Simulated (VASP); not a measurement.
Write the native input for VASP 6.6.1 that does the following.

| Property | Result |
| --- | --- |
| Task | single point |
| Functional | PBE |
| Potentials or basis | VASP PAW PBE potentials, release 64 (Mn_sv, O) |
| Cutoff | 700 eV |
| k mesh | 14 × 14 × 8 |
| Occupations | gaussian, width 0.05 eV |
| Spin | collinear spin, ferromagnetic start |
| Starting moments | [3.0, 0.0, 0.0] μB |
| Dipole correction | no |
| Further INCAR settings | ALGO = Normal; EDIFF = 1e-06; NBANDS = 24 |

The structure of MnO2 lies in POSCAR:

```
MnO2
1.0
    2.8768068094      0.0000000000      0.0000000000
   -1.4384034047      2.4913877787      0.0000000000
    0.0000000000      0.0000000000      5.4464523635
Mn O
1 2
Direct
    0.0000000000      0.0000000000      0.0000000000
    0.3333333333      0.6666666667      0.1753671606
    0.6666666667      0.3333333333      0.8246328394
```

The input as run:

INCAR

```
ALGO     = Normal         # electronic algorithm
EDIFF    = 1E-6           # SCF threshold, eV
ENCUT    = 700            # plane-wave cutoff, eV
GGA      = PE             # functional
GGA_COMPAT= F            
ISIF     = 2              # what is computed and relaxed
ISMEAR   = 0              # smearing method
ISPIN    = 2              # spin polarisation
LASPH    = T              # aspherical terms in the spheres
LCHARG   = T              # write CHGCAR
LELF     = T              # ELF
LMAXMIX  = 4              # l up to which the mixer works
LORBIT   = 11             # projections on sites
LREAL    = F              # projectors in reciprocal space
LVHAR    = T            
LWAVE    = F              # write WAVECAR
MAGMOM   = 3 0 0          # initial moments
NBANDS   = 24             # bands
NELM     = 200            # most SCF steps
PREC     = Accurate       # precision mode
SIGMA    = 0.05           # smearing width, eV
```

KPOINTS

```
k-points
0
Gamma
  14 14 8
```

Potentials or basis: VASP PAW PBE potentials, release 64 (Mn_sv, O).

Command:

```console
$ cat potpaw_PBE.64/Mn_sv/POTCAR potpaw_PBE.64/O/POTCAR > POTCAR
$ mpirun -np 1 vasp_std > vasp.out
```

It gave:

```
Pressure                                              : -0.5 GPa
Largest force                                         : 0.020 eV/Å
Band gap on the k mesh                                : 1.02 eV (least direct gap 1.07 eV)
Net moment                                            : 3.00 μB per cell
Site moments                                          : Mn +2.74; O +0.04 μB
Valence electrons inside the program's atomic spheres : Mn 12.75; O 4.99
```

Caveat: a cell with one magnetic atom can't hold antiferromagnetic order, which such compounds often take.

Run time: 4.6 min on 1 thread of Intel(R) Xeon(R) Platinum 8559C (Emerald Rapids) (shared host), peak memory 0.47 GiB.
